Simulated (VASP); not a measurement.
Input of a VASP 6.6.1 run:

INCAR

```
PREC = Accurate ; ENCUT = 520
EDIFF = 1E-7 ; ISMEAR = -1
SIGMA = 0.1 ; LREAL = False
LASPH = True ; NELM = 80
ALGO = Normal ; ISIF = 2
LWAVE = False ; LCHARG = False
GGA = B5 ; ALDAX = 1.0
AGGAX = 1.0 ; AGGAC = 1.0
ALDAC = 0.0 ; NBANDS = 13
```

Contents of KPOINTS:

```
Automatic mesh
0
Gamma
  14 14 14
```

The input POSCAR:

```
Ge
1.0
   -1.7048832946      1.7048832946      1.7048832946
    1.7048832946     -1.7048832946      1.7048832946
    1.7048832946      1.7048832946     -1.7048832946
Ge
1
Direct
    0.0000000000      0.0000000000      0.0000000000
```

Potentials or basis: VASP PAW PBE potentials, release 64 (Ge_d).

The run is started by

```bash
$ cat potpaw_PBE.64/Ge_d/POTCAR > POTCAR
$ mpirun -np 1 vasp_std > vasp.out
```

(1) What does it give for the band gap on the k mesh?

(2) What does it give for the pressure?

## Answers

(1) zero (band 7 reaches 15.08 eV, above the bottom of band 8 at 4.04 eV).

(2) 4.5 GPa.

Caveat: the PAW data sets were made with another functional, which shifts forces and pressure a little.
